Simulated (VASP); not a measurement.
# Cr (Im-3m) in VASP: notebook, part 2 of 2

VASP 6.6.1.

## (3) Relaxation of cell and atoms, PBEsol, target pressure 1 GPa, at which the enthalpy is minimised

This run uses another cell than the first one, of 11.03 Å³/atom.

Input file INCAR:

```
PREC     = Accurate       # precision mode
ENCUT    = 600            # plane-wave cutoff, eV
EDIFF    = 1E-6           # SCF threshold, eV
ISMEAR   = 0              # smearing method
SIGMA    = 0.1            # smearing width, eV
LREAL    = F              # projectors in reciprocal space
LASPH    = T              # aspherical terms in the spheres
NELM     = 60             # most SCF steps
ALGO     = Fast           # electronic algorithm
ISIF     = 3              # what is computed and relaxed
LWAVE    = F              # write WAVECAR
LCHARG   = F              # write CHGCAR
GGA      = PS             # functional
IBRION   = 2              # ionic algorithm
NSW      = 70             # ionic steps
EDIFFG   = -0.008         # ionic threshold
PSTRESS  = 10.0
```

Input file KPOINTS:

```
regular mesh
0
Gamma
  20 20 20
```

Input file POSCAR:

```
Cr
1.0
   -1.4024759497      1.4024759497      1.4024759497
    1.4024759497     -1.4024759497      1.4024759497
    1.4024759497      1.4024759497     -1.4024759497
Cr
1
Direct
    0.0000000000      0.0000000000      0.0000000000
```

Potentials or basis: VASP PAW PBE potentials, release 64 (Cr_pv).

Launch:

```sh
> cat potpaw_PBE.64/Cr_pv/POTCAR > POTCAR
> mpirun -np 1 vasp_std > vasp.out
```

OUTCAR:

```text
PREC = Accurate
   ENCUT = 600
   EDIFF = 1E-6
   ISMEAR = 0
   LREAL = F
   LASPH = T
   NELM = 60
   ISIF = 3
   GGA = PS
   IBRION = 2
   NSW = 70
   EDIFFG = -0.008
   PSTRESS = 10.0

 ion  position               nearest neighbor table
   1  0.000  0.000  0.000-

  LATTYP: Found a body centered cubic cell.
 ALAT       =     2.8049518994

  Lattice vectors:

 A1 = (  -1.4024759497,   1.4024759497,   1.4024759497)
 A2 = (   1.4024759497,  -1.4024759497,   1.4024759497)
 A3 = (   1.4024759497,   1.4024759497,  -1.4024759497)

Analysis of symmetry for initial positions (statically):
=====================================================================
 Subroutine PRICEL returns:
 Original cell was already a primitive cell.

 Routine SETGRP: Setting up the symmetry group for a
 body centered cubic supercell.

 Subroutine GETGRP returns: Found 48 space group operations
 (whereof 48 operations were pure point group operations)
 out of a pool of 48 trial point group operations.

The static configuration has the point symmetry O_h .

Analysis of symmetry for dynamics (positions and initial velocities):
=====================================================================
 Subroutine PRICEL returns:
 Original cell was already a primitive cell.

 Routine SETGRP: Setting up the symmetry group for a
 body centered cubic supercell.

 Subroutine GETGRP returns: Found 48 space group operations
 (whereof 48 operations were pure point group operations)
 out of a pool of 48 trial point group operations.

The dynamic configuration has the point symmetry O_h .

 Subroutine INISYM returns: Found 48 space group operations
 (whereof 48 operations are pure point group operations),
 and found     1 'primitive' translations

----------------------------------------------------------------------------------------

                                     Primitive cell

  volume of cell :      11.0343

  direct lattice vectors                    reciprocal lattice vectors
    -1.402475950  1.402475950  1.402475950     0.000000000  0.356512352  0.356512352
     1.402475950 -1.402475950  1.402475950     0.356512352  0.000000000  0.356512352
     1.402475950  1.402475950 -1.402475950     0.356512352  0.356512352  0.000000000

  length of vectors
     2.429159601  2.429159601  2.429159601     0.504184604  0.504184604  0.504184604

  position of ions in fractional coordinates (direct lattice)
     0.000000000  0.000000000  0.000000000

  ion indices of the primitive-cell ions
   primitive index   ion index
                 1           1

----------------------------------------------------------------------------------------

 KPOINTS: regular mesh

Automatic generation of k-mesh.
 Grid dimensions read from file:
 generate k-points for:   20   20   20

 Generating k-lattice:

  Cartesian coordinates                     Fractional coordinates (reciprocal lattice)
     0.000000000  0.017825618  0.017825618     0.050000000  0.000000000  0.000000000
     0.017825618  0.000000000  0.017825618     0.000000000  0.050000000  0.000000000
     0.017825618  0.017825618  0.000000000     0.000000000  0.000000000  0.050000000
[... 44 lines left out ...]
   ions per type =               1
   NGX,Y,Z   is equivalent  to a cutoff of  13.69, 13.69, 13.69 a.u.
   NGXF,Y,Z  is equivalent  to a cutoff of  27.38, 27.38, 27.38 a.u.
 SYSTEM =  unknown system
   PREC   = accura    normal or accurate (medium, high low for compatibility)
   ISTART =      0    job   : 0-new  1-cont  2-samecut
   ICHARG =      2    charge: 1-file 2-atom 10-const
   ISPIN  =      1    spin polarized calculation?
   LNONCOLLINEAR =      F non collinear calculations
   LSORBIT =      F    spin-orbit coupling
   LASPH  =      T    aspherical Exc in radial PAW
   ENCUT  =  600.0 eV  44.10 Ry    6.64 a.u.   4.85  4.85  4.85*2*pi/ulx,y,z
   NELM   =     60;   NELMIN=  2; NELMDL= -5     # of ELM steps
   EDIFF  = 0.1E-05   stopping-criterion for ELM
   LREAL  =      F    real-space projection
   EDIFFG = -.8E-02   stopping-criterion for IOM
   NSW    =     70    number of steps for IOM
   IBRION =      2    ionic relax: 0-MD 1-quasi-New 2-CG
   NFREE  =      1    steps in history (QN), initial steepest desc. (CG)
   ISIF   =      3    stress and relaxation
   ISYM   =      2    0-nonsym 1-usesym 2-fastsym
   POTIM  = 0.5000    time-step for ionic-motion
   TEBEG  =    0.0;   TEEND  =   0.0 temperature during run
   PSTRESS=   10.0 pullay stress
   NELECT =      12.0000    total number of electrons
   NUPDOWN=      -1.0000    fix difference up-down
   EMIN   =  10.00;   EMAX   =-10.00  energy-range for DOS
   EFERMI =   0.00;   METHOD = LEGACY
   ISMEAR =     0;   SIGMA  =   0.10  broadening in eV -4-tet -1-fermi 0-gaus
   EFERMI_NEDOS =   21; number of points for ismear=-14 and -15
   IALGO  =     68    algorithm
   IMIX   =      4    mixing-type and parameters
     AMIX     =   0.40;   BMIX     =  1.00
     AMIX_MAG =   1.60;   BMIX_MAG =  1.00
  volume/ion in A,a.u.               =      11.03        74.46
  Fermi-wavevector in a.u.,A,eV,Ry     =   1.683526  3.181403 38.562445  2.834260
  Thomas-Fermi vector in A             =   2.766711
   LORBIT       =      0    0 simple, 1 ext, 2 COOP (PROOUT), +10 PAW based schemes
   GGA     = PS    functional components
   LHFCALC =     F    Hartree Fock is set to
   AEXX    =    0.0000 exact exchange contribution
   IVDW    =     0    specifies the selected vdW correction
   LEPSILON=     F    determine dielectric tensor
   LRPA    =     F    only Hartree local field effects (RPA)
 conjugate gradient relaxation of ions
 non-spin polarized calculation
 RMM-DIIS sequential band-by-band and
 Gauss-broadening in eV      SIGMA  =   0.10
  energy-cutoff  :      600.00
  volume of cell :       11.03
 maximum number of plane-waves:       378
   NGX =  9   NGY =  9   NGZ =  9

--------------------------------------- Ionic step        1  -------------------------------------------

 number of electron      12.0000009 magnetization

 Free energy of the ion-electron system (eV)
  ---------------------------------------------------
  ext. energy  EPLUGINS =         0.00000000
  ---------------------------------------------------
  free energy    TOTEN  =       -10.24482824 eV

  energy without entropy =      -10.24161382  energy(sigma->0) =      -10.24322103

------------------------ aborting loop because EDIFF is reached ----------------------------------------

  FORCE on cell =-STRESS in cart. coord.  units (eV):
  Direction    XX          YY          ZZ          XY          YZ          ZX
  --------------------------------------------------------------------------------------
  -------------------------------------------------------------------------------------
  Total        0.1539395      0.1539395      0.1539395      0.0000000      0.0000000      0.0000000
  in kB       22.3519036     22.3519036     22.3519036      0.0000000      0.0000000      0.0000000
  external PRESSURE =      12.3519036 kB  Pullay stress =      10.0000000 kB
[... 61 lines left out ...]
--------------------------------------- Ionic step        3  -------------------------------------------

 number of electron      12.0000008 magnetization

 Free energy of the ion-electron system (eV)
  ---------------------------------------------------
  ext. energy  EPLUGINS =         0.00000000
  ---------------------------------------------------
  free energy    TOTEN  =       -10.24530103 eV

  energy without entropy =      -10.24206952  energy(sigma->0) =      -10.24368528

 E-fermi :  11.4419     XC(G=0): -14.0788

 val. band max:       11.4376937251   @ k =   0.1000   0.0500   0.0500
 cond. band min:      11.4639480759   @ k =   0.4500   0.1000   0.0000
 fundamental gap:      0.0262543507
 Fermi energy:        11.4418832185

 k-point     1 :       0.0000    0.0000    0.0000
  band No.  band energies     occupation
      1     -31.0981      2.00000
      2     -31.0981      2.00000
      3     -31.0981      2.00000
      4       3.3940      2.00000
      5      10.4598      2.00000
      6      10.4598      2.00000
      7      10.4598      2.00000
      8      12.5990      0.00000
      9      12.5990      0.00000
     10      18.5357      0.00000
[... 287 lines left out ...]
 k-point    24 :       0.2500    0.1000    0.0000
  band No.  band energies     occupation
      1     -31.8121      2.00000
      2     -31.3268      2.00000
      3     -31.1388      2.00000
      4       6.6372      2.00000
      5       9.3414      2.00000
      6       9.9152      2.00000
      7      12.2128      0.00000
      8      12.9077      0.00000
      9      13.3002      0.00000
     10      18.5353      0.00000

 [... further k-points ...]

------------------------ aborting loop because EDIFF is reached ----------------------------------------

  FORCE on cell =-STRESS in cart. coord.  units (eV):
  Direction    XX          YY          ZZ          XY          YZ          ZX
  --------------------------------------------------------------------------------------
  -------------------------------------------------------------------------------------
  Total        0.0741862      0.0741862      0.0741862      0.0000000      0.0000000     -0.0000000
  in kB       10.7250476     10.7250476     10.7250476      0.0000000      0.0000000     -0.0000000
  external PRESSURE =       0.7250476 kB  Pullay stress =      10.0000000 kB
[... 20 lines left out ...]
  energy  without entropy=      -10.2420695226  energy(sigma->0) =      -10.24368528

  enthalpy is  TOTEN    =       -10.1761300719 eV   P V=        0.0691709630

 reached required accuracy - stopping structural energy minimisation
```

It took 1.7 min on 1 thread of Intel Xeon 8259CL, shared host; peak memory 0.16 GiB.

Results:

```yaml
Free_energy: -10.2453 eV
Relaxed_volume: 11.08 Å³/atom
Relaxed_cell: a = 2.433 Å, b = 2.433 Å, c = 2.433 Å, α = 109.47°, β = 109.47°, γ = 109.47°
Space_group_after_relaxing_to_0.1_Å: Im-3m (No. 229)
Energy_change_on_relaxing_the_run_minimises_the_enthalpy: -0.5 meV/atom
Ionic_steps: 3
Pressure_after_relaxing: 1.1 GPa
Band_gap_on_the_k_mesh: zero (bands 6 and 7 overlap by 3.58 eV)
```

The path:
| step | energy change (eV) | largest force (eV/Å) | pressure (GPa) | volume (Å³) |
| --- | --- | --- | --- | --- |
| 1 | 0.0000 | 0.0000 | 2.24 | 11.03 |
| 2 | -0.0004 | 0.0000 | -1.45 | 11.17 |
| 3 | -0.0005 | 0.0000 | 1.07 | 11.08 |

Final structure:
```xyz
1
Lattice="-1.4045 1.4045 1.4045 1.4045 -1.4045 1.4045 1.4045 1.4045 -1.4045" Properties=species:S:1:pos:R:3 pbc="T T T"
Cr    0.0000    0.0000    0.0000
```

Caveat: the cell is relaxed towards a set pressure, so the run minimises the enthalpy, not the energy; the PAW data sets were made with another functional, which shifts forces and pressure a little; the run has no spin polarisation, though such a crystal can be magnetic.

## (4) Relaxation of cell and atoms, PBEsol, target pressure -1 GPa, at which the enthalpy is minimised

This run uses another cell than the first one, of 11.25 Å³/atom.

Input file INCAR:

```
SYSTEM = Cr
ALGO = Normal
EDIFF = 1E-6
EDIFFG = -0.008
ENCUT = 600
GGA = PS
IBRION = 2
ISIF = 3
ISMEAR = 0
LASPH = .TRUE.
LCHARG = .FALSE.
LREAL = .FALSE.
LWAVE = .FALSE.
NELM = 60
NSW = 70
PREC = Accurate
PSTRESS = -10.0
SIGMA = 0.1
```

Input file KPOINTS:

```
k-points
0
G
  20 20 20
  0 0 0
```

Input file POSCAR:

```
Cr
1.0
   -1.4116724776      1.4116724776      1.4116724776
    1.4116724776     -1.4116724776      1.4116724776
    1.4116724776      1.4116724776     -1.4116724776
Cr
1
Direct
    0.0000000000      0.0000000000      0.0000000000
```

Launch:

```sh
> cat potpaw_PBE.64/Cr_pv/POTCAR > POTCAR
> mpirun -np 1 vasp_std > vasp.out
```

It took 100 s on 1 thread of Intel Xeon 8259CL, shared host; peak memory 0.16 GiB.

Results (log left out):

```yaml
Free_energy: -10.2454 eV
Relaxed_volume: 11.16 Å³/atom
Relaxed_cell: a = 2.438 Å, b = 2.438 Å, c = 2.438 Å, α = 109.47°, β = 109.47°, γ = 109.47°
Space_group_after_relaxing_to_0.1_Å: Im-3m (No. 229)
Energy_change_on_relaxing_the_run_minimises_the_enthalpy: -1.3 meV/atom
Ionic_steps: 4
Pressure_after_relaxing: -1.1 GPa
Band_gap_on_the_k_mesh: zero (bands 6 and 7 overlap by 3.54 eV)
```

The path:
```csv
step,energy change (eV),largest force (eV/Å),pressure (GPa),volume (Å³)
1,0.0000,0.0000,-2.61,11.25
2,-0.0012,0.0000,1.26,11.07
3,-0.0013,0.0000,-0.79,11.15
4,-0.0013,0.0000,-1.09,11.16
```

Final structure:
```
Cr
1.0
    -1.40785    1.40785    1.40785
     1.40785   -1.40785    1.40785
     1.40785    1.40785   -1.40785
Cr
1
Cartesian
  0.0000 0.0000 0.0000
```

Levels at points of the mesh, in eV from the Fermi level:
```
           k point  band 3  band 4  band 5  band 6  band 7  band 8  band 9  band 10
(0.00, 0.00, 0.00)  -42.55   -8.02   -0.97   -0.97   -0.97    1.15    1.15     7.09
(0.50, 0.00, 0.00)  -42.56   -4.65   -2.60    1.17    1.18    1.51    2.99     7.09
(0.50, 0.50, 0.50)  -43.26   -4.58   -4.58    2.57    2.57    2.57    7.09    10.87
```

Caveat: the cell is relaxed towards a set pressure, so the run minimises the enthalpy, not the energy; the PAW data sets were made with another functional, which shifts forces and pressure a little; the run has no spin polarisation, though such a crystal can be magnetic. Spin polarisation is off, so any magnetic state and its effect on volume and gap are missing.

## (5) Summary

```csv
cell,gap on the mesh (eV),pressure (GPa)
"relaxed to 4 GPa from a = 2.426 Å, angles 109.5°, 1 atom",none,4.1
"relaxed to 1 GPa from a = 2.429 Å, angles 109.5°, 1 atom",none,1.1
"relaxed to -1 GPa from a = 2.445 Å, angles 109.5°, 1 atom",none,-1.1
```

Alike in all rows: task relaxation of cell and atoms; level PBEsol; potentials or basis VASP PAW PBE potentials, release 64 (Cr_pv); no spin polarisation; k mesh 20 × 20 × 20; cutoff (eV) 600; smearing gaussian 0.1 eV.

Caveats: the cell is relaxed towards a set pressure, so the run minimises the enthalpy, not the energy; the PAW data sets were made with another functional, which shifts forces and pressure a little; the run has no spin polarisation, though such a crystal can be magnetic.

Absolute energies hang on the potentials; compare differences alone.
